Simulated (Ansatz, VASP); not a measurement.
# One calculation of NbAs, two programs

```xyz
4
Lattice="-1.7259 1.7259 5.8400 1.7259 -1.7259 5.8400 1.7259 1.7259 -5.8400" Properties=species:S:1:pos:R:3 pbc="T T T"
Nb    0.0000    0.0000    8.7600
Nb    0.0000    1.7259    0.0000
As    0.0000    0.0000    1.9389
As    0.0000    1.7259    4.8589
```

Alike in both runs: task single point; functional PBE; k mesh 6 × 6 × 6; occupations gaussian, width 0.1 eV; no spin polarisation.

|  | VASP | Ansatz |
| --- | --- | --- |
| version | VASP 6.6.1 | Ansatz 0.2.0 |
| potentials or method | VASP PAW PBE potentials, release 64 (Nb_sv, As), cutoff 500 eV | scalar-relativistic, plane waves, PAW |
| valence electrons in the cell | 36 | 56 |

```csv
,VASP,Ansatz,Ansatz less VASP
gap on the k mesh at the Fermi level (eV),0.05,0.04,-0.005
least direct gap on the mesh (eV),0.05,0.04,-0.005
pressure (GPa),3.4,3.4,0.00
"traceless stress, the component that is largest in VASP (GPa)",0.40,0.45,+0.048
rms of the force components (eV/Å),0.169,0.168,-0.0003
```

Atom by atom the forces differ by 0.000 eV/Å (rms over components). With one functional, cell and mesh, what is left measures potentials, basis and numerics. VASP's potentials hold 36 valence electrons a cell and Ansatz's 56, so a difference there can come from the potentials and not from the codes.

The k mesh is coarse, so the values compare programs but aren't converged.
